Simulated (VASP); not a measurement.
Br, 4 atoms in the cell. The structure is orthorhombic, space group Cmce (No. 64). The conventional cell has a = 6.650 Å, b = 3.926 Å, c = 8.418 Å, α = 90.00°, β = 90.00°, γ = 90.00°. Br (site symmetry m) has 3 Br at 2.40 to 2.93 Å within 3.2 Å. 

| Property | Result |
| --- | --- |
| Program | VASP 6.6.1 |
| Task | single point |
| Functional | LDA |
| Potentials or basis | VASP PAW LDA potentials, release 64 (Br) |
| Cutoff | 520 eV |
| k mesh | 9 × 9 × 4 |
| Occupations | fermi-dirac, width 0.05 eV |
| Spin | no spin polarisation |
| Dipole correction | no |
| Further INCAR settings | ALGO = Normal; EDIFF = 1e-06; NBANDS = 22 |

Potentials or basis: VASP PAW LDA potentials, release 64 (Br).

The run is started by

```bash
$ cat potpaw_LDA.64/Br/POTCAR > POTCAR
$ mpirun -np 1 vasp_std > vasp.out
```

Hardware: 1 thread of Intel Xeon 8259CL, on a shared host.

Q: How long does it take, and how much memory?

A: Run time: 4.8 min on 1 thread of Intel Xeon 8259CL, on a shared host, peak memory 0.27 GiB. Counts: scf iterations 12, k points 75.
